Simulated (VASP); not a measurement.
# Ta2Sn3 (P4/mbm) in VASP: single point with PBE

Aim: the single point of Ta2Sn3 with PBE.

All numbers are computed with VASP 6.6.1; they aren't measurements. Logs are shortened: lines on timing, memory, paths and dates and some standing lists are left out, and cuts for length are marked.

## 1. The cell of the first run

The structure is tetragonal, space group P4/mbm (No. 127). The conventional cell has a = 7.446 Å, b = 7.446 Å, c = 3.937 Å, α = 90.00°, β = 90.00°, γ = 90.00°. Ta (site symmetry m2m) has 8 Sn at 2.87 to 2.95 Å and 7 Ta at 2.99 to 4.06 Å within 4.1 Å. Sn (site symmetry m2m) has 6 Ta at 2.92 to 2.95 Å and 11 Sn at 3.24 to 3.99 Å within 4.0 Å. Within 4.0 Å of Sn (site symmetry 4/m) lie 4 Ta at 2.87 Å and 10 Sn at 3.44 to 3.94 Å.

## 2. Single point, PBE

Input file INCAR:

```
PREC = Accurate
ENCUT = 520
EDIFF = 1E-6
ISMEAR = 0
SIGMA = 0.2
LREAL = False
LASPH = True
NELM = 60
ALGO = Fast
ISIF = 2
LWAVE = False
LCHARG = False
GGA = PE
NBANDS = 75
```

Input file KPOINTS:

```
regular mesh
0
Gamma
  2 2 4
```

Input file POSCAR:

```
Ta2Sn3
1.0
    7.4463758839      0.0000000000      0.0000000000
    0.0000000000      7.4463758839      0.0000000000
    0.0000000000      0.0000000000      3.9370169511
Ta Sn
4 6
Direct
    0.3581296308      0.8581296308      0.0000000000
    0.6418703692      0.1418703692      0.0000000000
    0.1418703692      0.3581296308      0.0000000000
    0.8581296308      0.6418703692      0.0000000000
    0.8462842645      0.3462842645      0.5000000000
    0.1537157355      0.6537157355      0.5000000000
    0.3462842645      0.1537157355      0.5000000000
    0.6537157355      0.8462842645      0.5000000000
    0.0000000000      0.0000000000      0.0000000000
    0.5000000000      0.5000000000      0.0000000000
```

Potentials or basis: VASP PAW PBE potentials, release 64 (Ta_pv, Sn_d).

Run with:

```bash
cat potpaw_PBE.64/Ta_pv/POTCAR potpaw_PBE.64/Sn_d/POTCAR > POTCAR
mpirun -np 1 vasp_std > vasp.out
```

OUTCAR:

```text
PREC = Accurate
   ENCUT = 520
   EDIFF = 1E-6
   ISMEAR = 0
   LREAL = False
   LASPH = True
   NELM = 60
   ISIF = 2
   GGA = PE

 ion  position               nearest neighbor table
   1  0.358  0.858  0.000-   9 2.87  10 2.87   6 2.92   6 2.92   8 2.95   7 2.95   7 2.95   8 2.95
                             2 2.99
   2  0.642  0.142  0.000-   9 2.87  10 2.87   5 2.92   5 2.92   8 2.95   7 2.95   7 2.95   8 2.95
                             1 2.99
   3  0.142  0.358  0.000-   9 2.87  10 2.87   7 2.92   7 2.92   5 2.95   5 2.95   6 2.95   6 2.95
                             4 2.99
   4  0.858  0.642  0.000-   9 2.87  10 2.87   8 2.92   8 2.92   5 2.95   5 2.95   6 2.95   6 2.95
                             3 2.99
   5  0.846  0.346  0.500-   2 2.92   2 2.92   4 2.95   3 2.95   3 2.95   4 2.95   6 3.24  10 3.44
                             9 3.44   9 3.44  10 3.44
   6  0.154  0.654  0.500-   1 2.92   1 2.92   4 2.95   3 2.95   3 2.95   4 2.95   5 3.24  10 3.44
                             9 3.44   9 3.44  10 3.44
   7  0.346  0.154  0.500-   3 2.92   3 2.92   1 2.95   1 2.95   2 2.95   2 2.95   8 3.24  10 3.44
                             9 3.44   9 3.44  10 3.44
   8  0.654  0.846  0.500-   4 2.92   4 2.92   1 2.95   1 2.95   2 2.95   2 2.95   7 3.24  10 3.44
                             9 3.44   9 3.44  10 3.44
   9  0.000  0.000  0.000-   1 2.87   2 2.87   3 2.87   4 2.87   5 3.44   6 3.44   7 3.44   8 3.44
                             5 3.44   6 3.44   7 3.44   8 3.44
  10  0.500  0.500  0.000-   1 2.87   2 2.87   3 2.87   4 2.87   5 3.44   6 3.44   7 3.44   8 3.44
                             5 3.44   6 3.44   7 3.44   8 3.44

  LATTYP: Found a simple tetragonal cell.
 ALAT       =     7.4463758839
 C/A-ratio  =     0.5287158495

  Lattice vectors:

 A1 = (   7.4463758839,   0.0000000000,   0.0000000000)
 A2 = (   0.0000000000,   7.4463758839,   0.0000000000)
 A3 = (   0.0000000000,   0.0000000000,   3.9370169511)

Analysis of symmetry for initial positions (statically):
=====================================================================
 Subroutine PRICEL returns:
 Original cell was already a primitive cell.

 Routine SETGRP: Setting up the symmetry group for a
 simple tetragonal supercell.

 Subroutine GETGRP returns: Found 16 space group operations
 (whereof  8 operations were pure point group operations)
 out of a pool of 16 trial point group operations.

The static configuration has the point symmetry C_4h.
 The point group associated with its full space group is D_4h.

[... 122 lines left out ...]
   TEBEG  =    0.0;   TEEND  =   0.0 temperature during run
   PSTRESS=    0.0 pullay stress
   NELECT =     128.0000    total number of electrons
   NUPDOWN=      -1.0000    fix difference up-down
   EMIN   =  10.00;   EMAX   =-10.00  energy-range for DOS
   EFERMI =   0.00;   METHOD = LEGACY
   ISMEAR =     0;   SIGMA  =   0.20  broadening in eV -4-tet -1-fermi 0-gaus
   EFERMI_NEDOS =   21; number of points for ismear=-14 and -15
   IALGO  =     68    algorithm
   IMIX   =      4    mixing-type and parameters
     AMIX     =   0.40;   BMIX     =  1.00
     AMIX_MAG =   1.60;   BMIX_MAG =  1.00
  volume/ion in A,a.u.               =      21.83       147.32
  Fermi-wavevector in a.u.,A,eV,Ry     =   1.370227  2.589353 25.545226  1.877521
  Thomas-Fermi vector in A             =   2.496032
   LORBIT       =      0    0 simple, 1 ext, 2 COOP (PROOUT), +10 PAW based schemes
   GGA     = PE    functional components
   LHFCALC =     F    Hartree Fock is set to
   AEXX    =    0.0000 exact exchange contribution
   IVDW    =     0    specifies the selected vdW correction
   LEPSILON=     F    determine dielectric tensor
   LRPA    =     F    only Hartree local field effects (RPA)
 non-spin polarized calculation
 RMM-DIIS sequential band-by-band and
 Gauss-broadening in eV      SIGMA  =   0.20
  energy-cutoff  :      520.00
  volume of cell :      218.30
 maximum number of plane-waves:      5908
 NGX is ok and might be reduce to    56
   NGX = 27   NGY = 27   NGZ = 15

 number of electron     128.0000010 magnetization

 Free energy of the ion-electron system (eV)
  ---------------------------------------------------
  ext. energy  EPLUGINS =         0.00000000
  ---------------------------------------------------
  free energy    TOTEN  =       -68.39525044 eV

  energy without entropy =      -68.27424678  energy(sigma->0) =      -68.33474861

 E-fermi :   8.4757     XC(G=0): -11.4516

 val. band max:        8.3577159026   @ k =   0.0000   0.0000   0.2500
 cond. band min:       8.5418636352   @ k =   0.5000   0.0000   0.2500
 fundamental gap:      0.1841477326
 Fermi energy:         8.4756890682

 k-point     1 :       0.0000    0.0000    0.0000
  band No.  band energies     occupation
      1     -26.5954      2.00000
      2     -26.5954      2.00000
      3     -26.5771      2.00000
      4     -26.5637      2.00000
      5     -26.5611      2.00000
      6     -26.5440      2.00000
[... 691 lines left out ...]
     74      10.3843      0.00000
     75      11.1844      0.00000

------------------------ aborting loop because EDIFF is reached ----------------------------------------

  FORCE on cell =-STRESS in cart. coord.  units (eV):
  Direction    XX          YY          ZZ          XY          YZ          ZX
  --------------------------------------------------------------------------------------
  -------------------------------------------------------------------------------------
  Total       -0.0716732     -0.0716732      0.0659916      0.0000000     -0.0000000      0.0000000
  in kB       -0.5260293     -0.5260293      0.4843308      0.0000000     -0.0000000      0.0000000
  external PRESSURE =      -0.1892426 kB  Pullay stress =       0.0000000 kB

 VOLUME and BASIS-vectors are now :
 -----------------------------------------------------------------------------
  energy-cutoff  :      520.00
  volume of cell :      218.30
      direct lattice vectors                 reciprocal lattice vectors
     7.446375884  0.000000000  0.000000000     0.134293516  0.000000000  0.000000000
     0.000000000  7.446375884  0.000000000     0.000000000  0.134293516  0.000000000
     0.000000000  0.000000000  3.937016951     0.000000000  0.000000000  0.253999414

 POSITION                                       TOTAL-FORCE (eV/Angst)
 -----------------------------------------------------------------------------------
      2.66677      6.38996      0.00000         0.046566      0.046566     -0.000000
      4.77961      1.05642      0.00000        -0.046566     -0.046566     -0.000000
      1.05642      2.66677      0.00000        -0.046566      0.046566      0.000000
      6.38996      4.77961      0.00000         0.046566     -0.046566     -0.000000
      6.30175      2.57856      1.96851         0.023369      0.023369      0.000000
      1.14463      4.86781      1.96851        -0.023369     -0.023369     -0.000000
      2.57856      1.14463      1.96851         0.023369     -0.023369     -0.000000
      4.86781      6.30175      1.96851        -0.023369      0.023369      0.000000
      0.00000      0.00000      0.00000         0.000000      0.000000     -0.000000
      3.72319      3.72319      0.00000         0.000000      0.000000     -0.000000
 -----------------------------------------------------------------------------------
    total drift:                                0.000000      0.000000      0.000000

  FREE ENERGIE OF THE ION-ELECTRON SYSTEM (eV)
  ---------------------------------------------------
  free  energy   TOTEN  =       -68.3952504406 eV

  energy  without entropy=      -68.2742467806  energy(sigma->0) =      -68.33474861
```

stdout:

```text
POSCAR found type information on POSCAR TaSn
 POSCAR found :  2 types and      10 ions
 scaLAPACK will be used
 LDA part: xc-table for (Slater+PW92), standard interpolation
 POSCAR, INCAR and KPOINTS ok, starting setup
 FFT: planning ... GRIDC
 FFT: planning ... GRID_SOFT
 FFT: planning ... GRID
 WAVECAR not read
 entering main loop
```

Run time: 2.1 min. Hardware: 1 thread of Intel Xeon 6975P-C (Granite Rapids), shared host; peak memory 0.35 GiB.

Results:

| Quantity | Value |
| --- | --- |
| Free energy | -68.3953 eV |
| Pressure | 0.0 GPa |
| Largest force | 0.066 eV/Å |
| Band gap on the k mesh | zero (bands 64 and 65 overlap by 0.49 eV) |

Forces in eV/Å, atoms in the order of the input:
```
Ta   0.047  0.047  0.000
Ta  -0.047 -0.047  0.000
Ta  -0.047  0.047  0.000
Ta   0.047 -0.047  0.000
Sn   0.023  0.023  0.000
Sn  -0.023 -0.023  0.000
Sn   0.023 -0.023  0.000
Sn  -0.023  0.023  0.000
Sn   0.000  0.000  0.000
Sn   0.000  0.000  0.000
```

Levels at points of the mesh, in eV from the Fermi level:
| k point | band 60 | band 61 | band 62 | band 63 | band 64 | band 65 | band 66 | band 67 | band 68 | band 69 |
| --- | --- | --- | --- | --- | --- | --- | --- | --- | --- | --- |
| (0.00, 0.00, 0.00) | -1.24 | -0.94 | -0.91 | -0.85 | -0.56 | -0.36 | 0.33 | 0.64 | 0.65 | 1.02 |
| (0.50, 0.00, 0.00) | -1.57 | -0.96 | -0.96 | 0.12 | 0.12 | 0.52 | 0.52 | 0.54 | 0.54 | 0.70 |
| (0.50, 0.50, 0.00) | -1.94 | -0.90 | -0.90 | 0.13 | 0.13 | 0.35 | 0.35 | 1.03 | 1.04 | 1.18 |
| (0.00, 0.00, 0.50) | -1.83 | -1.29 | -1.29 | -1.01 | -0.19 | -0.19 | 0.34 | 0.37 | 1.00 | 1.49 |
| (0.50, 0.00, 0.50) | -1.65 | -1.45 | -1.45 | -0.64 | -0.64 | 0.62 | 0.62 | 0.73 | 0.73 | 1.17 |
| (0.50, 0.50, 0.50) | -1.96 | -1.55 | -1.55 | -1.36 | -1.36 | 0.92 | 0.92 | 1.03 | 1.03 | 1.12 |

Caveat: the k points lie up to 0.42 Å⁻¹ apart; spin-orbit coupling is left out, which moves the levels of the heavy elements.
